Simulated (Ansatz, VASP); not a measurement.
## Two plane-wave programs on Zr3O

The input INCAR:

```
PREC = Accurate
ENCUT = 520
EDIFF = 1E-6
ISMEAR = 0
SIGMA = 0.15
LREAL = F
LASPH = T
NELM = 100
ALGO = Normal
ISIF = 2
LWAVE = F
LCHARG = F
GGA = PS
NBANDS = 52
```

The input KPOINTS:

```
Automatic mesh
0
Gamma
  12 12 8
```

File POSCAR:

```
Zr3O
1.0
    6.0300633984      0.0000000000      0.0000000000
   -3.0150316992      5.2221880895      0.0000000000
    0.0000000000      0.0000000000      5.5684077044
Zr O
6 2
Direct
    0.3393912867      0.0000000000      0.0000000000
    0.3393912867      0.3393912867      0.5000000000
    0.0000000000      0.3393912867      0.0000000000
    0.6606087133      0.0000000000      0.5000000000
    0.6606087133      0.6606087133      0.0000000000
    0.0000000000      0.6606087133      0.5000000000
    0.3333333333      0.6666666667      0.2500000000
    0.6666666667      0.3333333333      0.7500000000
```

Input for Ansatz:

```yaml
crystal:
  lattice:
    - [6.0300633984, 0.0, 0.0]
    - [-3.0150316992, 5.2221880895, 0.0]
    - [0.0, 0.0, 5.5684077044]
  atoms:
    - { symbol: Zr, position: [0.3393912867, 0.0, 0.0] }
    - { symbol: Zr, position: [0.3393912867, 0.3393912867, 0.5] }
    - { symbol: Zr, position: [0.0, 0.3393912867, 0.0] }
    - { symbol: Zr, position: [0.6606087133, 0.0, 0.5] }
    - { symbol: Zr, position: [0.6606087133, 0.6606087133, 0.0] }
    - { symbol: Zr, position: [0.0, 0.6606087133, 0.5] }
    - { symbol: O, position: [0.3333333333, 0.6666666667, 0.25] }
    - { symbol: O, position: [0.6666666667, 0.3333333333, 0.75] }
basis:
  ecutwfc: 420
kpoints:
  mp_grid: { grid: [12, 12, 8] }
hamiltonian:
  xc: pbesol
scf:
  occupations: { method: gaussian, width: 0.15 }
output:
  forces: true
  stress: true
  eigenvalues: true
```

Change from the starting cell: strain +0.080 along x and y, +0.080 along z, atoms carried along.

Alike in both runs: task single point; functional PBEsol; k mesh 12 × 12 × 8; occupations gaussian, width 0.15 eV; no spin polarisation.

```csv
,VASP,Ansatz
version,VASP 6.6.1,Ansatz 0.2.0
potentials or method,"VASP PAW PBE potentials, release 64 (Zr_sv, O), cutoff 520 eV","scalar-relativistic, plane waves, PAW"
valence electrons in the cell,84,84
```

VASP gave:

- gap on the k mesh at the Fermi level (eV): none
- pressure (GPa): -21.7
- traceless stress, the component that is largest in VASP (GPa): -0.08
- rms of the force components (eV/Å): 0.295

Question: What did Ansatz give for the same quantities?

Answer: gap on the k mesh at the Fermi level (eV): none; pressure (GPa): -21.8; traceless stress, the component that is largest in VASP (GPa): -0.08; rms of the force components (eV/Å): 0.298.

VASP's potentials were made for PBE, not for PBEsol. Atom by atom the forces differ by 0.003 eV/Å (rms over components). A gap of «none» marks a metal or a gap that the smearing closes. With one functional, cell and mesh, what is left measures potentials, basis and numerics.
